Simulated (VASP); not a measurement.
The system is Be3Rh.

```
Be Rh
1.0
     4.29600    0.00000    0.00000
     1.86338    3.87084    0.00000
    -3.07969   -1.93542    2.28588
Be Rh
3 1
Direct
  0.75000 0.25000 0.50000
  0.25000 0.75000 0.50000
  0.50000 0.50000 0.00000
  0.00000 0.00000 0.00000
```

| Quantity | Value |
| --- | --- |
| Program | VASP 6.6.1 |
| Task | relaxation of cell and atoms |
| Functional | LDA |
| Potentials or basis | VASP PAW LDA potentials, release 64 (Be, Rh_pv) |
| Cutoff | 600 eV |
| k mesh | 10 × 10 × 10, shifted |
| Occupations | methfessel-paxton, width 0.1 eV |
| Spin | no spin polarisation |

At the start: pressure -6.8 GPa; volume 9.50 Å³/atom.

Question: Where does the relaxation end?

Answer: Over 8 steps the energy falls by 7.9 meV/atom and the volume is 9.14 Å³/atom (-3.8 %); space group I4/mmm (No. 139, to 0.1 Å) before and after.

Step by step:
```tsv
step	energy change (eV)	largest force (eV/Å)	pressure (GPa)	volume (Å³)
1	0.0000	0.0000	-6.79	38.01
2	-0.0227	0.0000	4.01	35.84
3	-0.0316	0.0000	-0.01	36.57
4	-0.0316	0.0000	0.16	36.54
5	-0.0317	0.0000	-0.09	36.59
6	-0.0317	0.0000	-0.14	36.59
7	-0.0317	0.0000	0.04	36.56
8	-0.0317	0.0000	-0.02	36.57
```

Final structure:
```xyz
4
Lattice="4.2351 -0.0069 0.0000 1.8307 3.8190 0.0000 -3.0329 -1.9060 2.2593" Properties=species:S:1:pos:R:3 pbc="T T T"
Be    2.1176   -0.0035    1.1297
Be    0.9154    1.9095    1.1297
Be    3.0329    1.9060    0.0000
Rh    0.0000    0.0000    0.0000
```
